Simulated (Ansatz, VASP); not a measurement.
## MoS2: VASP beside Ansatz

```
Mo S
1.0
     3.22747    0.00000    0.00000
    -1.61373    2.79507    0.00000
     0.00000    0.00000    6.31247
Mo S
1 2
Direct
  0.00000 0.00000 0.50000
  0.33333 0.66667 0.25532
  0.66667 0.33333 0.74468
```

Alike in both runs: task single point; functional LDA; k mesh 9 × 9 × 4; no spin polarisation.

|  | VASP | Ansatz |
| --- | --- | --- |
| version | VASP 6.6.1 | Ansatz 0.2.0 |
| potentials or method | VASP PAW LDA potentials, release 64 (Mo_sv, S) | plane waves, PAW |
| plane-wave cutoff (eV) | 520 | 420 |
| occupations | fermi-dirac, width 0.1 eV | fermi-dirac |
| valence electrons in the cell | 26 | 26 |

VASP gave:

- gap on the k mesh at the Fermi level (eV): none
- pressure (GPa): -5.8
- traceless stress, the component that is largest in VASP (GPa): 2.14
- rms of the force components (eV/Å): 0.062

Q: What did Ansatz give for the same quantities?

A: gap on the k mesh at the Fermi level (eV): none; pressure (GPa): -5.9; traceless stress, the component that is largest in VASP (GPa): 2.12; rms of the force components (eV/Å): 0.073.

LDA's correlation is that of Perdew and Zunger in VASP and of Perdew and Wang (1992) in Ansatz. Atom by atom the forces differ by 0.010 eV/Å (rms over components). A gap of «none» marks a metal or a gap that the smearing closes.
